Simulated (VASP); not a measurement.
Runs of VASP 6.6.1 on Nb. It takes space group Im-3m (No. 229, cubic). The conventional cell has a = 3.302 Å, b = 3.302 Å, c = 3.302 Å, α = 90.00°, β = 90.00°, γ = 90.00°. Within 3.8 Å of Nb (site symmetry m-3m) lie 14 Nb at 2.86 to 3.30 Å. 

| smearing | gap on the mesh (eV) | pressure (GPa) |
| --- | --- | --- |
| gaussian 0.03 eV | none | (a) |
| gaussian 0.6 eV | none | 1.0 |
| fermi-dirac 1 eV | none | 15.9 |
| methfessel-paxton 0.01 eV | none | -0.7 |
| gaussian 0.1 eV | none | -0.7 |
| gaussian 0.01 eV | none | -0.7 |
| gaussian 0.2 eV | none | -0.4 |
| methfessel-paxton 0.03 eV | none | -0.7 |

Alike in all rows: task single point; level r2SCAN; potentials or basis VASP PAW PBE potentials, release 64 (Nb_sv); no spin polarisation; cell as given; k mesh 13 × 13 × 13; cutoff (eV) 520.

Question: Estimate the missing entries.

Answer: (a) -0.8.

Caveats: the PAW data sets were made with another functional, which shifts forces and pressure a little; so wide a smearing shifts energies and pressures (at least some runs); the cell stands under pressure (at least some runs).

A k mesh can miss the band edges, and the runs leave out spin-orbit coupling on Nb.

A gap of «none» marks levels without a gap at the run's occupations.
